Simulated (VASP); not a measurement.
Crystal: Na3ZrB.

```
CELL_PARAMETERS angstrom
4.17409 0.00000 0.00000
0.00000 4.17409 0.00000
0.00000 0.00000 4.19309
ATOMIC_POSITIONS crystal
Na 0.50000 0.50000 0.00000
Na 0.50000 0.00000 0.50000
Na 0.00000 0.50000 0.50000
Zr 0.00000 0.00000 0.00000
B 0.50000 0.50000 0.50000
```

```yaml
Program: VASP 6.6.1
Task: relaxation of cell and atoms
Functional: PBE
Potentials_or_basis: VASP PAW PBE potentials, release 64 (Na_pv, Zr_sv, B)
Cutoff: 600 eV
k_mesh: 4 × 4 × 4
Occupations: gaussian, width 0.1 eV
Spin: no spin polarisation
```

At the start: pressure 37.9 GPa; volume 14.61 Å³/atom.

Problem. Where does the relaxation end?

Solution. Over 5 steps the energy falls by 774.5 meV/atom and the volume is 24.86 Å³/atom (+70.1 %); space group Pm-3m (No. 221, to 0.1 Å) before and after.

Step by step:
```tsv
step	energy change (eV)	largest force (eV/Å)	pressure (GPa)	volume (Å³)
1	0.0000	0.0000	37.88	73.06
2	-3.8255	0.0000	1.94	116.00
3	-3.8631	0.0000	0.78	120.45
4	-3.8551	0.0000	-1.00	129.70
5	-3.8723	0.0000	0.00	124.28
```

Final structure:
```
CELL_PARAMETERS angstrom
4.98963 0.00000 0.00000
0.00000 4.98963 0.00000
0.00000 0.00000 4.99201
ATOMIC_POSITIONS crystal
Na 0.50000 0.50000 0.00000
Na 0.50000 0.00000 0.50000
Na 0.00000 0.50000 0.50000
Zr 0.00000 0.00000 0.00000
B 0.50000 0.50000 0.50000
```

Caveat: the k points lie up to 0.31 Å⁻¹ apart in the final cell, too coarse for converged energies and pressures of a metal; the volume moved by over 15 % at a fixed basis, so the end points are rough.
